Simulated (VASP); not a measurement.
# Al3Cu (P4/mmm) in VASP: notebook, part 2 of 3

VASP 6.6.1. Earlier steps stand in the parts before.

## (3) Single point, r2SCAN (14.16 Å³/atom)

This run uses another cell than the first one, of 14.16 Å³/atom.

Contents of POSCAR:

```
Al3Cu
1.0
    2.7470382589      0.0000000000      0.0000000000
    0.0000000000      2.7470382589      0.0000000000
    0.0000000000      0.0000000000      7.5081853003
Al Cu
3 1
Direct
    0.0000000000      0.0000000000      0.5000000000
    0.5000000000      0.5000000000      0.2237641301
    0.5000000000      0.5000000000      0.7762358699
    0.0000000000      0.0000000000      0.0000000000
```

Contents of INCAR.step1:

```
SYSTEM = Al3Cu
PREC = Accurate ; ENCUT = 520
ISMEAR = 0 ; SIGMA = 0.1
LREAL = .FALSE. ; LASPH = .TRUE.
NELM = 80 ; NBANDS = 18
GGA = PE ; ALGO = Normal
EDIFF = 1E-4 ; LWAVE = .TRUE.
LCHARG = .FALSE.
```

Contents of INCAR.step2:

```
SYSTEM = Al3Cu
PREC = Accurate ; ENCUT = 520
EDIFF = 1E-6 ; ISMEAR = 0
SIGMA = 0.1 ; LREAL = .FALSE.
LASPH = .TRUE. ; NELM = 80
ALGO = Normal ; ISIF = 2
LWAVE = .FALSE. ; LCHARG = .TRUE.
METAGGA = R2SCAN ; LMIXTAU = .TRUE.
LELF = .TRUE. ; LVHAR = .TRUE.
NBANDS = 18 ; ISTART = 1
```

Contents of KPOINTS:

```
Automatic mesh
0
G
  16 16 6
  0 0 0
```

Potentials or basis: VASP PAW PBE potentials, release 64 (Al, Cu).

Run with:

```console
cat potpaw_PBE.64/Al/POTCAR potpaw_PBE.64/Cu/POTCAR > POTCAR
cp INCAR.step1 INCAR
mpirun -np 1 vasp_std > vasp.out
cp INCAR.step2 INCAR
mpirun -np 1 vasp_std > vasp.out
```

OUTCAR:

```text
SYSTEM = Al3Cu
   PREC = Accurate
   ENCUT = 520
   EDIFF = 1E-6
   ISMEAR = 0
   LREAL = .FALSE.
   LASPH = .TRUE.
   NELM = 80
   ISIF = 2
   METAGGA = R2SCAN
   ISTART = 1

 ion  position               nearest neighbor table
   1  0.000  0.000  0.500-   2 2.84   3 2.84   2 2.84   3 2.84   2 2.84   3 2.84   2 2.84   3 2.84

   2  0.500  0.500  0.224-   4 2.57   4 2.57   4 2.57   4 2.57   1 2.84   1 2.84   1 2.84   1 2.84
                             3 3.36
   3  0.500  0.500  0.776-   4 2.57   4 2.57   4 2.57   4 2.57   1 2.84   1 2.84   1 2.84   1 2.84
                             2 3.36
   4  0.000  0.000  0.000-   2 2.57   3 2.57   2 2.57   3 2.57   2 2.57   3 2.57   2 2.57   3 2.57

  LATTYP: Found a simple tetragonal cell.
 ALAT       =     2.7470382589
 C/A-ratio  =     2.7331928400

  Lattice vectors:

 A1 = (   2.7470382589,   0.0000000000,   0.0000000000)
 A2 = (   0.0000000000,   2.7470382589,   0.0000000000)
 A3 = (   0.0000000000,   0.0000000000,   7.5081853003)

Analysis of symmetry for initial positions (statically):
=====================================================================
 Subroutine PRICEL returns:
 Original cell was already a primitive cell.

 Routine SETGRP: Setting up the symmetry group for a
 simple tetragonal supercell.

 Subroutine GETGRP returns: Found 16 space group operations
 (whereof 16 operations were pure point group operations)
 out of a pool of 16 trial point group operations.

The static configuration has the point symmetry D_4h.

Analysis of symmetry for dynamics (positions and initial velocities):
=====================================================================
 Subroutine PRICEL returns:
 Original cell was already a primitive cell.

 Routine SETGRP: Setting up the symmetry group for a
 simple tetragonal supercell.

 Subroutine GETGRP returns: Found 16 space group operations
 (whereof 16 operations were pure point group operations)
 out of a pool of 16 trial point group operations.

The dynamic configuration has the point symmetry D_4h.

 Subroutine INISYM returns: Found 16 space group operations
 (whereof 16 operations are pure point group operations),
 and found     1 'primitive' translations

----------------------------------------------------------------------------------------

                                     Primitive cell

  volume of cell :      56.6584

  direct lattice vectors                    reciprocal lattice vectors
     2.747038259  0.000000000  0.000000000     0.364028421  0.000000000  0.000000000
     0.000000000  2.747038259  0.000000000     0.000000000  0.364028421  0.000000000
     0.000000000  0.000000000  7.508185300     0.000000000  0.000000000  0.133187976

  length of vectors
     2.747038259  2.747038259  7.508185300     0.364028421  0.364028421  0.133187976

  position of ions in fractional coordinates (direct lattice)
     0.000000000  0.000000000  0.500000000
     0.500000000  0.500000000  0.223764130
     0.500000000  0.500000000  0.776235870
     0.000000000  0.000000000  0.000000000

  ion indices of the primitive-cell ions
   primitive index   ion index
                 1           1
                 2           2
                 3           3
                 4           4
[... 24 lines left out ...]

 Found    180 irreducible k-points:

 Following reciprocal coordinates:
            Coordinates               Weight
  0.000000  0.000000  0.000000      1.000000
  0.062500  0.000000  0.000000      4.000000
  0.125000  0.000000  0.000000      4.000000
  0.187500  0.000000  0.000000      4.000000
  0.250000  0.000000  0.000000      4.000000
  0.312500  0.000000  0.000000      4.000000
[... 16 lines left out ...]
  0.437500  0.125000  0.000000      8.000000
  0.500000  0.125000  0.000000      4.000000
 [... further k-points ...]
   k-points           NKPTS =    180   k-points in BZ     NKDIM =    180   number of bands    NBANDS=     18
   number of dos      NEDOS =    301   number of ions     NIONS =      4
   total plane-waves  NPLWV =  22400
   dimension x,y,z NGX =    20 NGY =   20 NGZ =   56
   dimension x,y,z NGXF=    40 NGYF=   40 NGZF=  112
   ions per type =               3   1
   NGX,Y,Z   is equivalent  to a cutoff of  12.10, 12.10, 12.40 a.u.
   NGXF,Y,Z  is equivalent  to a cutoff of  24.21, 24.21, 24.80 a.u.
 SYSTEM =  Al3Cu
   PREC   = accura    normal or accurate (medium, high low for compatibility)
   ISTART =      1    job   : 0-new  1-cont  2-samecut
   ICHARG =      0    charge: 1-file 2-atom 10-const
   ISPIN  =      1    spin polarized calculation?
   LNONCOLLINEAR =      F non collinear calculations
   LSORBIT =      F    spin-orbit coupling
   LASPH  =      T    aspherical Exc in radial PAW
   ENCUT  =  520.0 eV  38.22 Ry    6.18 a.u.   5.11  5.11 13.96*2*pi/ulx,y,z
   NELM   =     80;   NELMIN=  2; NELMDL=  0     # of ELM steps
   EDIFF  = 0.1E-05   stopping-criterion for ELM
   LREAL  =      F    real-space projection
   EDIFFG = 0.1E-04   stopping-criterion for IOM
   NSW    =      0    number of steps for IOM
   IBRION =     -1    ionic relax: 0-MD 1-quasi-New 2-CG
   NFREE  =      0    steps in history (QN), initial steepest desc. (CG)
   ISIF   =      2    stress and relaxation
   ISYM   =      2    0-nonsym 1-usesym 2-fastsym
   POTIM  = 0.5000    time-step for ionic-motion
   TEBEG  =    0.0;   TEEND  =   0.0 temperature during run
   PSTRESS=    0.0 pullay stress
   NELECT =      20.0000    total number of electrons
   NUPDOWN=      -1.0000    fix difference up-down
   EMIN   =  10.00;   EMAX   =-10.00  energy-range for DOS
   EFERMI =   0.00;   METHOD = LEGACY
   ISMEAR =     0;   SIGMA  =   0.10  broadening in eV -4-tet -1-fermi 0-gaus
   EFERMI_NEDOS =   21; number of points for ismear=-14 and -15
   IALGO  =     38    algorithm
   IMIX   =      4    mixing-type and parameters
     AMIX     =   0.40;   BMIX     =  1.00
     AMIX_MAG =   1.60;   BMIX_MAG =  1.00
  volume/ion in A,a.u.               =      14.16        95.59
  Fermi-wavevector in a.u.,A,eV,Ry     =   1.156991  2.186396 18.213146  1.338628
  Thomas-Fermi vector in A             =   2.293606
   LORBIT       =      0    0 simple, 1 ext, 2 COOP (PROOUT), +10 PAW based schemes
   METAGGA = R2SCAN    functional components
   LHFCALC =     F    Hartree Fock is set to
   AEXX    =    0.0000 exact exchange contribution
   IVDW    =     0    specifies the selected vdW correction
   LEPSILON=     F    determine dielectric tensor
   LRPA    =     F    only Hartree local field effects (RPA)
 non-spin polarized calculation
 Gauss-broadening in eV      SIGMA  =   0.10
  energy-cutoff  :      520.00
  volume of cell :       56.66
 maximum number of plane-waves:      1552
   NGX = 11   NGY = 11   NGZ = 27

 number of electron      19.9999976 magnetization

 Free energy of the ion-electron system (eV)
  ---------------------------------------------------
  ext. energy  EPLUGINS =         0.00000000
  ---------------------------------------------------
  free energy    TOTEN  =       -31.38942100 eV

  energy without entropy =      -31.38191408  energy(sigma->0) =      -31.38566754

 E-fermi :   8.8650     XC(G=0): -11.8292

 val. band max:        8.8514501610   @ k =   0.3750   0.3125   0.1667
 cond. band min:       8.8898308475   @ k =   0.3125   0.2500   0.5000
 fundamental gap:      0.0383806865
 Fermi energy:         8.8650246369

 k-point     1 :       0.0000    0.0000    0.0000
  band No.  band energies     occupation
      1      -3.2932      2.00000
      2      -0.6984      2.00000
      3      -0.3329      2.00000
      4       4.0187      2.00000
      5       4.0902      2.00000
      6       4.9962      2.00000
[... 481 lines left out ...]
      5       4.1511      2.00000
      6       4.1763      2.00000
[... 10 lines left out ...]
     17      17.3883      0.00000
     18      19.2638      0.00000

 [... further k-points ...]

------------------------ aborting loop because EDIFF is reached ----------------------------------------

  FORCE on cell =-STRESS in cart. coord.  units (eV):
  Direction    XX          YY          ZZ          XY          YZ          ZX
  --------------------------------------------------------------------------------------
  -------------------------------------------------------------------------------------
  Total        1.1280277      1.1280277      1.1426374      0.0000000     -0.0000000      0.0000000
  in kB       31.8981820     31.8981820     32.3113149      0.0000000     -0.0000000      0.0000000
  external PRESSURE =      32.0358930 kB  Pullay stress =       0.0000000 kB

 VOLUME and BASIS-vectors are now :
 -----------------------------------------------------------------------------
  energy-cutoff  :      520.00
  volume of cell :       56.66
      direct lattice vectors                 reciprocal lattice vectors
     2.747038259  0.000000000  0.000000000     0.364028421  0.000000000  0.000000000
     0.000000000  2.747038259  0.000000000     0.000000000  0.364028421  0.000000000
     0.000000000  0.000000000  7.508185300     0.000000000  0.000000000  0.133187976

 POSITION                                       TOTAL-FORCE (eV/Angst)
 -----------------------------------------------------------------------------------
      0.00000      0.00000      3.75409        -0.000000      0.000000      0.000000
      1.37352      1.37352      1.68006         0.000000     -0.000000      0.020342
      1.37352      1.37352      5.82812        -0.000000     -0.000000     -0.020342
      0.00000      0.00000      0.00000        -0.000000      0.000000      0.000000
 -----------------------------------------------------------------------------------
    total drift:                               -0.000000      0.000000     -0.000000

  FREE ENERGIE OF THE ION-ELECTRON SYSTEM (eV)
  ---------------------------------------------------
  free  energy   TOTEN  =       -31.3894209994 eV

  energy  without entropy=      -31.3819140800  energy(sigma->0) =      -31.38566754
```

It took 4.8 min on 1 thread of Intel Xeon Platinum 8488C (Sapphire Rapids), shared host; peak memory 0.29 GiB.

What came out:

```
Free energy            : -31.3894 eV
Pressure               : 3.2 GPa
Largest force          : 0.020 eV/Å
Band gap on the k mesh : zero (bands 10 and 11 overlap by 6.49 eV)
```

Forces in eV/Å, atoms in the order of the input:
```
Al   0.000  0.000  0.000
Al   0.000  0.000  0.020
Al   0.000  0.000 -0.020
Cu   0.000  0.000  0.000
```

Levels at points of the mesh, in eV from the Fermi level:
```
           k point  band 7  band 8  band 9  band 10  band 11  band 12  band 13  band 14
(0.00, 0.00, 0.00)   -3.87   -3.46   -2.04     0.59     6.64     7.29     7.29     8.34
(0.50, 0.00, 0.00)   -3.96   -3.92   -3.76    -2.50    -1.95     2.79     4.16     4.41
(0.50, 0.50, 0.00)   -2.82   -0.57   -0.35     0.10     0.10     0.45     0.45     0.57
(0.00, 0.00, 0.50)   -3.87   -3.83   -3.46     4.39     5.98     6.63     7.87     7.87
(0.50, 0.00, 0.50)   -3.96   -3.76   -2.85    -1.15    -1.05     0.06     1.00     9.23
(0.50, 0.50, 0.50)   -2.02   -1.90   -1.90    -0.60    -0.57     0.58     2.10     3.40
```

Caveat: the cell stands under pressure; the PAW data sets were made with another functional, which shifts forces and pressure a little.

## (4) Single point, r2SCAN (15.04 Å³/atom)

This run uses another cell than the first one, of 15.04 Å³/atom.

Contents of POSCAR:

```
Al3Cu
1.0
    2.8001221338      0.0000000000      0.0000000000
    0.0000000000      2.8001221338      0.0000000000
    0.0000000000      0.0000000000      7.6731897828
Al Cu
3 1
Direct
    0.0000000000      0.0000000000      0.5000000000
    0.5000000000      0.5000000000      0.2213800287
    0.5000000000      0.5000000000      0.7786199713
    0.0000000000      0.0000000000      0.0000000000
```

Contents of INCAR.step1:

```
SYSTEM = Al3Cu
PREC = Accurate ; ENCUT = 520
ISMEAR = 0 ; SIGMA = 0.1
LREAL = .False. ; LASPH = .True.
NELM = 80 ; NBANDS = 18
GGA = PE ; ALGO = Normal
EDIFF = 1E-4 ; LWAVE = .True.
LCHARG = .False.
```

Contents of INCAR.step2:

```
SYSTEM = Al3Cu
PREC = Accurate ; ENCUT = 520
EDIFF = 1E-7 ; ISMEAR = 0
SIGMA = 0.1 ; LREAL = .False.
LASPH = .True. ; NELM = 80
ALGO = Normal ; ISIF = 2
LWAVE = .False. ; LCHARG = .False.
METAGGA = R2SCAN ; LMIXTAU = .True.
NBANDS = 18 ; ISTART = 1
```

Contents of KPOINTS:

```
regular mesh
0
Gamma
  16 16 6
  0 0 0
```

Run with:

```console
cat potpaw_PBE.64/Al/POTCAR potpaw_PBE.64/Cu/POTCAR > POTCAR
cp INCAR.step1 INCAR
mpirun -np 1 vasp_std > vasp.out
cp INCAR.step2 INCAR
mpirun -np 1 vasp_std > vasp.out
```

Wall time 6.2 min (1 thread of Intel Xeon Platinum 8488C (Sapphire Rapids), shared host); peak memory 0.32 GiB.

It converged, with:

```yaml
Free_energy: -31.3866 eV
Pressure: -3.1 GPa
Largest_force: 0.018 eV/Å
Band_gap_on_the_k_mesh: zero (bands 10 and 11 overlap by 6.30 eV)
```

Forces on the atoms (eV/Å):
```
Al   0.000  0.000  0.000
Al   0.000  0.000  0.018
Al   0.000  0.000 -0.018
Cu   0.000  0.000  0.000
```

Levels at points of the mesh, in eV from the Fermi level:
```tsv
k point	band 8	band 9	band 10	band 11	band 12	band 13
(0.00, 0.00, 0.00)	-3.33	-1.96	0.47	6.64	7.00	7.00
(0.50, 0.00, 0.00)	-3.78	-3.61	-2.45	-1.96	2.72	3.96
(0.50, 0.50, 0.00)	-0.46	-0.35	0.13	0.13	0.48	0.48
(0.00, 0.00, 0.50)	-3.67	-3.33	4.18	5.73	6.64	7.59
(0.50, 0.00, 0.50)	-3.61	-2.75	-1.08	-1.08	0.06	0.81
(0.50, 0.50, 0.50)	-1.75	-1.75	-0.51	-0.49	0.62	1.78
```

Caveat: the cell stands under tension; the PAW data sets were made with another functional, which shifts forces and pressure a little.

(Part 2 of 3 ends here.)

The gap in the log of VASP goes by the Fermi energy; the results here count the filled bands.